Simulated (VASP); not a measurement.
Ta: single point with PBE0

Crystal: Ta.

```
CELL_PARAMETERS angstrom
2.93854 0.00000 0.00000
-1.46927 2.54485 0.00000
0.00000 0.00000 5.23426
ATOMIC_POSITIONS crystal
Ta 0.33333 0.66667 0.25000
Ta 0.66667 0.33333 0.75000
```

This isn't the form of Ta at room conditions, which is bcc.

```
Program             : VASP 6.6.1
Task                : single point
Functional          : PBE0
Potentials or basis : VASP PAW PBE potentials, release 64 (Ta_pv)
Cutoff              : 520 eV
k mesh              : 6 × 6 × 4
Occupations         : fermi-dirac, width 0.05 eV
Spin                : no spin polarisation
```

- Pressure: -10.9 GPa
- Band gap on the k mesh: zero (bands 11 and 12 overlap by 2.93 eV)

Stress tensor (GPa, compression positive):
```
 -9.96   0.00   0.00
  0.00  -9.96   0.00
  0.00   0.00 -12.66
```

Levels at points of the mesh, in eV from the Fermi level:
| k point | band 7 | band 8 | band 9 | band 10 | band 11 | band 12 | band 13 | band 14 | band 15 | band 16 |
| --- | --- | --- | --- | --- | --- | --- | --- | --- | --- | --- |
| (0.00, 0.00, 0.00) | -9.34 | -5.74 | -0.82 | -0.73 | 1.54 | 1.54 | 2.26 | 2.26 | 4.26 | 4.26 |
| (0.50, 0.00, 0.00) | -4.70 | -4.45 | -3.75 | -0.99 | -0.32 | 1.19 | 2.01 | 6.80 | 7.56 | 7.81 |
| (0.00, 0.00, 0.50) | -7.39 | -7.39 | -1.62 | -1.62 | 1.68 | 1.68 | 1.68 | 1.68 | 5.67 | 5.67 |
| (0.50, 0.00, 0.50) | -4.90 | -4.90 | -2.69 | -2.69 | 1.83 | 1.83 | 3.79 | 3.79 | 6.55 | 6.55 |

Wall time 48 min on 1 thread of Intel(R) Xeon(R) Platinum 8488C (Sapphire Rapids), on a shared host, peak memory 0.18 GiB.

Caveat: the k points lie up to 0.41 Å⁻¹ apart, too coarse for converged energies and pressures of a metal; the PAW data sets were made with another functional, which shifts forces and pressure a little; spin-orbit coupling is left out, which moves the levels of the heavy elements.
